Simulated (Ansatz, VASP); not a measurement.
One calculation of BP, two programs

Contents of INCAR:

```
SYSTEM = BP
PREC = Accurate ; ENCUT = 450
EDIFF = 1E-7 ; ISMEAR = 0
SIGMA = 0.02 ; LREAL = .FALSE.
LASPH = .TRUE. ; NELM = 120
ALGO = Normal ; ISIF = 2
LWAVE = .FALSE. ; LCHARG = .FALSE.
GGA = PE ; IBRION = 2
NSW = 60 ; EDIFFG = -0.002
GGA_COMPAT = .FALSE. ; NELMIN = 4
```

Contents of KPOINTS:

```
regular mesh
0
G
  8 8 8
  0 0 0
```

File POSCAR:

```
BP
1.0
    0.0000000000      2.2656445181      2.3082852556
    2.2656445181      0.0000000000      2.3082852556
    2.2656445181      2.2656445181      0.0000000000
B P
1 1
Direct
    0.0000000000      0.0000000000      0.0000000000
    0.2500000000      0.2500000000      0.2500000000
```

Input for Ansatz:

```yaml
crystal:
  lattice:
    - [0.0, 2.2656445181, 2.3082852556]
    - [2.2656445181, 0.0, 2.3082852556]
    - [2.2656445181, 2.2656445181, 0.0]
  atoms:
    - { symbol: B, position: [0.0, 0.0, 0.0] }
    - { symbol: P, position: [0.25, 0.25, 0.25] }
basis:
  ecutwfc: 420
kpoints:
  mp_grid: { grid: [8, 8, 8] }
hamiltonian:
  xc: pbe
  pseudopotentials: { kind: paw, azcp: { folder: soft_1 } }
scf:
  occupations: { method: gaussian, width: 0.02 }
output:
  forces: true
  stress: true
  eigenvalues: true
relax:
  adjacent_minimum: "off"
  f_tol: 0.002
  max_steps: 40
```

Change from the starting cell: strained cell.

Alike in both runs: task relaxation of the atoms; functional PBE; k mesh 8 × 8 × 8; occupations gaussian, width 0.02 eV; no spin polarisation.

```csv
,VASP,Ansatz
version,VASP 6.6.1,Ansatz 0.2.0
potentials or method,"VASP PAW PBE potentials, release 64 (B, P), cutoff 450 eV","scalar-relativistic, plane waves, PAW"
valence electrons in the cell,8,8
```

```csv
,VASP,Ansatz,Ansatz less VASP
"gap on the k mesh at the Fermi level, each at its own relaxed structure (eV)",1.15,1.15,+0.004
```

Ansatz's warnings: stress scf threshold loose.

Noted on VASP's run: the relaxation stopped at its first step, so nothing moved.
